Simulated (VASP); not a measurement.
Sr: single point with r2SCANh+D4

Sr:

```
Sr
1.0
     0.00000    3.04235    3.04235
     3.04235    0.00000    3.04235
     3.04235    3.04235    0.00000
Sr
1
Direct
  0.00000 0.00000 0.00000
```

```
Program                            : VASP 6.6.1
Task                               : single point
Functional                         : r2SCANh
Dispersion                         : D4
Potentials or basis                : VASP PAW PBE potentials, release 64 (Sr_sv)
Cutoff                             : 440 eV
k mesh                             : 6 × 6 × 6
Occupations                        : fermi-dirac, width 0.05 eV
Spin                               : non-collinear spin, zero start, spin-orbit coupling
Starting moments                   : [[0.0, 0.0, 0.0]] μB
Dipole correction                  : no
Grid for exact exchange (PRECFOCK) : Normal
Further INCAR settings             : ALGO = Normal; EDIFF = 1e-06; NBANDS = 21
Share of exact exchange            : 0.1
```

```
Pressure                                              : -0.1 GPa
Net moment                                            : 0.00 μB per cell
Valence electrons inside the program's atomic spheres : Sr 8.00
Dispersion energy per atom                            : -0.050 eV
```

Moments on the atoms (μB; x, y, z):
```
Sr  0.00 0.00 0.00
```

Run time: 53 min on 4 MPI ranks on AMD EPYC 7R43 64-Core Processor (Zen 3) (shared host), peak memory 0.32 GiB a rank.

Caveat: the PAW data sets were made with another functional, which shifts forces and pressure a little.
